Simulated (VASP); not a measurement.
A run of VASP 6.6.1 is set up as follows.

The input INCAR:

```
PREC     = Accurate       # precision mode
ENCUT    = 520            # plane-wave cutoff, eV
EDIFF    = 1E-6           # SCF threshold, eV
ISMEAR   = 0              # smearing method
SIGMA    = 0.05           # smearing width, eV
LREAL    = F              # projectors in reciprocal space
LASPH    = T              # aspherical terms in the spheres
NELM     = 80             # most SCF steps
ALGO     = Normal         # electronic algorithm
ISIF     = 2              # what is computed and relaxed
LWAVE    = F              # write WAVECAR
LCHARG   = F              # write CHGCAR
GGA      = PE             # functional
NBANDS   = 26             # bands
```

Contents of KPOINTS:

```
Automatic mesh
0
Gamma
  12 12 4
```

Contents of POSCAR:

```
C
1.0
    2.5220988435      0.0000000000      0.0000000000
   -1.2610494217      2.1842016693      0.0000000000
    0.0000000000      0.0000000000      8.2371000000
C
8
Direct
    0.0000000000      0.0000000000      0.0937500000
    0.0000000000      0.0000000000      0.5937500000
    0.0000000000      0.0000000000      0.4062500000
    0.0000000000      0.0000000000      0.9062500000
    0.2973553477      0.5947106953      0.1495041277
    0.6666666667      0.3333333333      0.6562500000
    0.3333333333      0.6666666667      0.3437500000
    0.6666666667      0.3333333333      0.8437500000
```

Potentials or basis: VASP PAW PBE potentials, release 64 (C).

Launch:

```bash
$ cat potpaw_PBE.64/C/POTCAR > POTCAR
$ mpirun -np 1 vasp_std > vasp.out
```

Problem. Estimate the band gap on the k mesh.

Solution. 3.35 eV, indirect (least direct gap 3.67 eV).

Problem. Predict the largest force.

Solution. 8.248 eV/Å.

Forces on the atoms (eV/Å):
```
C    0.000 -6.525 -2.530
C    0.000 -0.110 -0.298
C    0.000 -0.001  0.015
C    0.000 -0.090  0.026
C    0.000  7.629  3.135
C    0.000  0.005 -0.329
C    0.000 -0.959 -0.295
C    0.000  0.052  0.277
```

Caveat: the cell differs from its parent crystal (atom 5 (C) moved +0.167 Å towards its neighbour atom 1 (C) at 1.544 Å); forces of over 1 eV/Å act on the atoms, so gaps and moduli don't describe the material at rest. A k mesh can miss the band edges.
